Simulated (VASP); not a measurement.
# Li (I4/mmm) in VASP: single point with PBEsol

Aim: the single point of Li with PBEsol.

All numbers are computed with VASP 6.6.1; they aren't measurements. Logs are shortened: lines on timing, memory, paths and dates and some standing lists are left out, and cuts for length are marked.

## Step 1: The cell of the first run

The structure is tetragonal, space group I4/mmm (No. 139). The conventional cell has a = 3.534 Å, b = 3.534 Å, c = 3.295 Å, α = 90.00°, β = 90.00°, γ = 90.00°. Within 3.9 Å of Li (site symmetry 4/mmm) lie 14 Li at 2.99 to 3.53 Å.

## Step 2: Single point, PBEsol (biaxial strain in the a-b plane: +3.0 %, then relaxed in part)

Contents of INCAR:

```
ALGO = Normal
EDIFF = 1E-6
ENCUT = 750
GGA = PS
GGA_COMPAT = F
ISIF = 2
ISMEAR = 0
LASPH = T
LCHARG = F
LREAL = F
LWAVE = F
NBANDS = 10
NELM = 120
PREC = Accurate
SIGMA = 0.1
```

Contents of KPOINTS:

```
k-points
0
Gamma
  16 16 16
```

Contents of POSCAR:

```
Li
1.0
    3.5343909747      0.0000000000      0.0000000000
    0.0000000000      3.5343909747      0.0000000000
    0.0000000000      0.0000000000      3.2951289734
Li
2
Direct
    0.0000000000      0.0000000000      0.0000000000
    0.5000000000      0.5000000000      0.5000000000
```

Potentials or basis: VASP PAW PBE potentials, release 64 (Li_sv).

The run is started by

```bash
> cat potpaw_PBE.64/Li_sv/POTCAR > POTCAR
> mpirun -np 1 vasp_std > vasp.out
```

OUTCAR:

```text
EDIFF = 1E-6
   ENCUT = 750
   GGA = PS
   ISIF = 2
   ISMEAR = 0
   LASPH = T
   LREAL = F
   NELM = 120
   PREC = Accurate

 ion  position               nearest neighbor table
   1  0.000  0.000  0.000-
   2  0.500  0.500  0.500-

  LATTYP: Found a simple tetragonal cell.
 ALAT       =     3.5343909747
 C/A-ratio  =     0.9323046027

  Lattice vectors:

 A1 = (   3.5343909747,   0.0000000000,   0.0000000000)
 A2 = (   0.0000000000,   3.5343909747,   0.0000000000)
 A3 = (   0.0000000000,   0.0000000000,   3.2951289734)

Analysis of symmetry for initial positions (statically):
=====================================================================
 Subroutine PRICEL returns following result:

  LATTYP: Found a body centered tetragonal cell.
 ALAT       =     3.5343909747
 C/A-ratio  =     0.9323046027

  Lattice vectors:

 A1 = (  -1.7671954873,  -1.7671954873,  -1.6475644867)
 A2 = (   1.7671954873,   1.7671954873,  -1.6475644867)
 A3 = (   1.7671954873,  -1.7671954874,   1.6475644867)

   2 primitive cells build up your supercell.

 Routine SETGRP: Setting up the symmetry group for a
 simple tetragonal supercell.

 Subroutine GETGRP returns: Found 16 space group operations
 (whereof 16 operations were pure point group operations)
 out of a pool of 16 trial point group operations.

The static configuration has the point symmetry D_4h.

Analysis of symmetry for dynamics (positions and initial velocities):
=====================================================================
 Subroutine PRICEL returns following result:

  LATTYP: Found a body centered tetragonal cell.
 ALAT       =     3.5343909747
 C/A-ratio  =     0.9323046027

  Lattice vectors:

 A1 = (  -1.7671954873,  -1.7671954873,  -1.6475644867)
 A2 = (   1.7671954873,   1.7671954873,  -1.6475644867)
 A3 = (   1.7671954873,  -1.7671954874,   1.6475644867)

   2 primitive cells build up your supercell.

 Routine SETGRP: Setting up the symmetry group for a
 simple tetragonal supercell.

 Subroutine GETGRP returns: Found 16 space group operations
 (whereof 16 operations were pure point group operations)
 out of a pool of 16 trial point group operations.

The dynamic configuration has the point symmetry D_4h.

 Subroutine INISYM returns: Found 16 space group operations
 (whereof 16 operations are pure point group operations),
 and found     2 'primitive' translations

----------------------------------------------------------------------------------------

                                     Primitive cell

  volume of cell :      20.5812

  direct lattice vectors                    reciprocal lattice vectors
    -1.767195487 -1.767195487 -1.647564487     0.000000000 -0.282934177 -0.303478258
     1.767195487  1.767195487 -1.647564487     0.282934177  0.000000000 -0.303478258
     1.767195487 -1.767195487  1.647564487     0.282934177 -0.282934177  0.000000000

  length of vectors
     2.993397488  2.993397488  2.993397488     0.414910594  0.414910594  0.400129350

  position of ions in fractional coordinates (direct lattice)
     0.000000000  0.000000000  0.000000000

  ion indices of the primitive-cell ions
   primitive index   ion index
                 1           1

----------------------------------------------------------------------------------------

 KPOINTS: k-points

Automatic generation of k-mesh.
 Grid dimensions read from file:
 generate k-points for:   16   16   16

 Generating k-lattice:

  Cartesian coordinates                     Fractional coordinates (reciprocal lattice)
     0.017683386  0.000000000  0.000000000     0.062500000  0.000000000  0.000000000
     0.000000000  0.017683386  0.000000000     0.000000000  0.062500000  0.000000000
     0.000000000  0.000000000  0.018967391     0.000000000  0.000000000  0.062500000

  Length of vectors
     0.017683386  0.017683386  0.018967391

  Shift w.r.t. Gamma in fractional coordinates (k-lattice)
     0.000000000  0.000000000  0.000000000

 Subroutine IBZKPT returns following result:
 ===========================================

 Found    405 irreducible k-points:

 Following reciprocal coordinates:
            Coordinates               Weight
  0.000000  0.000000  0.000000      1.000000
  0.062500  0.000000  0.000000      4.000000
  0.125000  0.000000  0.000000      4.000000
  0.187500  0.000000  0.000000      4.000000
  0.250000  0.000000  0.000000      4.000000
  0.312500  0.000000  0.000000      4.000000
[... 16 lines left out ...]
  0.437500  0.125000  0.000000      8.000000
  0.500000  0.125000  0.000000      4.000000
 [... further k-points ...]
   k-points           NKPTS =    405   k-points in BZ     NKDIM =    405   number of bands    NBANDS=     10
   number of dos      NEDOS =    301   number of ions     NIONS =      2
   total plane-waves  NPLWV =  30720
   dimension x,y,z NGX =    32 NGY =   32 NGZ =   30
   dimension x,y,z NGXF=    64 NGYF=   64 NGZF=   60
   ions per type =               2
   NGX,Y,Z   is equivalent  to a cutoff of  15.05, 15.05, 15.14 a.u.
   NGXF,Y,Z  is equivalent  to a cutoff of  30.10, 30.10, 30.27 a.u.
 SYSTEM =  unknown system
   PREC   = accura    normal or accurate (medium, high low for compatibility)
   ISTART =      0    job   : 0-new  1-cont  2-samecut
   ICHARG =      2    charge: 1-file 2-atom 10-const
   ISPIN  =      1    spin polarized calculation?
   LNONCOLLINEAR =      F non collinear calculations
   LSORBIT =      F    spin-orbit coupling
   LASPH  =      T    aspherical Exc in radial PAW
   ENCUT  =  750.0 eV  55.12 Ry    7.42 a.u.   7.89  7.89  7.36*2*pi/ulx,y,z
   NELM   =    120;   NELMIN=  2; NELMDL= -5     # of ELM steps
   EDIFF  = 0.1E-05   stopping-criterion for ELM
   LREAL  =      F    real-space projection
   EDIFFG = 0.1E-04   stopping-criterion for IOM
   NSW    =      0    number of steps for IOM
   IBRION =     -1    ionic relax: 0-MD 1-quasi-New 2-CG
   NFREE  =      0    steps in history (QN), initial steepest desc. (CG)
   ISIF   =      2    stress and relaxation
   ISYM   =      2    0-nonsym 1-usesym 2-fastsym
   POTIM  = 0.5000    time-step for ionic-motion
   TEBEG  =    0.0;   TEEND  =   0.0 temperature during run
   PSTRESS=    0.0 pullay stress
   NELECT =       6.0000    total number of electrons
   NUPDOWN=      -1.0000    fix difference up-down
   EMIN   =  10.00;   EMAX   =-10.00  energy-range for DOS
   EFERMI =   0.00;   METHOD = LEGACY
   ISMEAR =     0;   SIGMA  =   0.10  broadening in eV -4-tet -1-fermi 0-gaus
   EFERMI_NEDOS =   21; number of points for ismear=-14 and -15
   IALGO  =     38    algorithm
   IMIX   =      4    mixing-type and parameters
     AMIX     =   0.40;   BMIX     =  1.00
     AMIX_MAG =   1.60;   BMIX_MAG =  1.00
  volume/ion in A,a.u.               =      20.58       138.89
  Fermi-wavevector in a.u.,A,eV,Ry     =   0.861572  1.628134 10.099681  0.742306
  Thomas-Fermi vector in A             =   1.979245
   LORBIT       =      0    0 simple, 1 ext, 2 COOP (PROOUT), +10 PAW based schemes
   GGA     = PS    functional components
   LHFCALC =     F    Hartree Fock is set to
   AEXX    =    0.0000 exact exchange contribution
   IVDW    =     0    specifies the selected vdW correction
   LEPSILON=     F    determine dielectric tensor
   LRPA    =     F    only Hartree local field effects (RPA)
 non-spin polarized calculation
 Gauss-broadening in eV      SIGMA  =   0.10
  energy-cutoff  :      750.00
  volume of cell :       41.16
 maximum number of plane-waves:      1946
 NGX is ok and might be reduce to    32
   NGX = 15   NGY = 15   NGZ = 15

 number of electron       5.9999994 magnetization

 Free energy of the ion-electron system (eV)
  ---------------------------------------------------
  ext. energy  EPLUGINS =         0.00000000
  ---------------------------------------------------
  free energy    TOTEN  =        -3.93421400 eV

  energy without entropy =       -3.92921989  energy(sigma->0) =       -3.93171695

 E-fermi :   0.5992     XC(G=0):  -6.9807

 val. band max:        0.5876474628   @ k =   0.5000   0.4375   0.0625
 cond. band min:       0.5994606765   @ k =   0.5000   0.0625   0.3750
 fundamental gap:      0.0118132137
 Fermi energy:         0.5991785546

 k-point     1 :       0.0000    0.0000    0.0000
  band No.  band energies     occupation
      1     -45.3467      2.00000
      2     -45.3146      2.00000
      3      -2.9622      2.00000
      4       5.5565      0.00000
      5       5.5565      0.00000
      6       7.1310      0.00000
      7       7.8105      0.00000
      8       8.6834      0.00000
      9      14.5695      0.00000
     10      14.8311      0.00000

 k-point     2 :       0.0625    0.0000    0.0000
  band No.  band energies     occupation
      1     -45.3463      2.00000
      2     -45.3148      2.00000
      3      -2.9271      2.00000
      4       5.0661      0.00000
      5       5.6019      0.00000
      6       7.1757      0.00000
      7       8.1828      0.00000
      8       8.9254      0.00000
      9      14.4997      0.00000
     10      14.6083      0.00000

 k-point     3 :       0.1250    0.0000    0.0000
  band No.  band energies     occupation
      1     -45.3453      2.00000
      2     -45.3156      2.00000
      3      -2.8216      2.00000
      4       4.1495      0.00000
      5       5.7381      0.00000
      6       7.3098      0.00000
      7       8.5325      0.00000
      8       9.8559      0.00000
      9      13.7680      0.00000
     10      14.6401      0.00000
[... 248 lines left out ...]
 k-point    23 :       0.4375    0.1250    0.0000
  band No.  band energies     occupation
      1     -45.3322      2.00000
      2     -45.3264      2.00000
      3      -1.0821      2.00000
      4       0.0709      2.00000
      5       6.5646      0.00000
      6       7.9270      0.00000
      7       9.4605      0.00000
      8      10.8095      0.00000
      9      12.0854      0.00000
     10      13.4388      0.00000

 k-point    24 :       0.5000    0.1250    0.0000
  band No.  band energies     occupation
      1     -45.3293      2.00000
      2     -45.3293      2.00000
      3      -0.5427      2.00000
      4      -0.5427      2.00000
      5       7.2055      0.00000
      6       7.2055      0.00000
      7      10.1004      0.00000
      8      10.1004      0.00000
      9      12.7578      0.00000
     10      12.7578      0.00000

 [... further k-points ...]

------------------------ aborting loop because EDIFF is reached ----------------------------------------

  FORCE on cell =-STRESS in cart. coord.  units (eV):
  Direction    XX          YY          ZZ          XY          YZ          ZX
  --------------------------------------------------------------------------------------
  -------------------------------------------------------------------------------------
  Total       -0.1184270     -0.1184270     -0.0279428      0.0000000     -0.0000000      0.0000000
  in kB       -4.6095611     -4.6095611     -1.0876245      0.0000000     -0.0000000      0.0000000
  external PRESSURE =      -3.4355822 kB  Pullay stress =       0.0000000 kB

 VOLUME and BASIS-vectors are now :
 -----------------------------------------------------------------------------
  energy-cutoff  :      750.00
  volume of cell :       41.16
      direct lattice vectors                 reciprocal lattice vectors
     3.534390975  0.000000000  0.000000000     0.282934177  0.000000000  0.000000000
     0.000000000  3.534390975  0.000000000     0.000000000  0.282934177  0.000000000
     0.000000000  0.000000000  3.295128973     0.000000000  0.000000000  0.303478258

 POSITION                                       TOTAL-FORCE (eV/Angst)
 -----------------------------------------------------------------------------------
      0.00000      0.00000      0.00000         0.000000     -0.000000      0.000000
      1.76720      1.76720      1.64756        -0.000000      0.000000     -0.000000
 -----------------------------------------------------------------------------------
    total drift:                                0.000000      0.000000     -0.000000

  FREE ENERGIE OF THE ION-ELECTRON SYSTEM (eV)
  ---------------------------------------------------
  free  energy   TOTEN  =        -3.9342140043 eV

  energy  without entropy=       -3.9292198916  energy(sigma->0) =       -3.93171695
```

Wall time 2.3 min (1 thread of Intel Xeon 8259CL, shared host); peak memory 0.33 GiB.

What came out:

```
Free energy            : -3.9342 eV
Pressure               : -0.3 GPa
Band gap on the k mesh : zero (bands 3 and 4 overlap by 4.47 eV)
```

Stress tensor (GPa, compression positive):
```
-0.46  0.00  0.00
 0.00 -0.46  0.00
 0.00  0.00 -0.11
```

Caveat: the cell differs from its parent crystal (biaxial strain in the a-b plane: +3.0 %, then relaxed in part); the PAW data sets were made with another functional, which shifts forces and pressure a little.
